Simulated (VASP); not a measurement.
The system is Ga3AsP2.

```
CELL_PARAMETERS angstrom
3.90596 0.00000 0.00000
-1.95298 3.38266 0.00000
0.00000 0.00000 9.56218
ATOMIC_POSITIONS crystal
P 0.00000 0.00000 0.00306
P 0.33333 0.66667 0.33052
As 0.66667 0.33333 0.66634
Ga 0.33333 0.66667 0.08325
Ga 0.66667 0.33333 0.41034
Ga 0.00000 0.00000 0.75648
```

Base run:

* Program: VASP 6.6.1
* Functional: PBE
* Potentials or basis: VASP PAW PBE potentials, release 64 (P, As, Ga_d)
* Cutoff: 520 eV
* k mesh: 6 × 6 × 2
* Occupations: gaussian, width 0.01 eV
* Spin: no spin polarisation

Its results: band gap on the k mesh 1.21 eV; pressure 2.6 GPa; largest force 0.078 eV/Å.

After a change of settings the same cell gave: band gap on the k mesh 1.53 eV (least direct gap 1.93 eV); pressure 2.7 GPa; largest force 0.073 eV/Å. Which change was it?
A. k mesh from 6 × 6 × 2, through Γ to 6 × 6 × 2, shifted; further incar settings from ALGO = Normal; EDIFF = 1e-07; NBANDS = 36 to ALGO = Normal; EDIFF = 1e-07; NBANDS = 36; ISYM = 0
B. occupations from gaussian, width 0.01 eV to gaussian, width 0.001 eV
C. functional from PBE to LDA; potentials or basis from VASP PAW PBE potentials, release 64 (P, As, Ga_d) to VASP PAW LDA potentials, release 64 (P, As, Ga_d)
D. further incar settings from ALGO = Normal; EDIFF = 1e-07; NBANDS = 36 to ALGO = Normal; EDIFF = 1e-06; NBANDS = 36

A.

Caveats: a shifted mesh leaves out Γ, where band edges can lie (at least some runs).
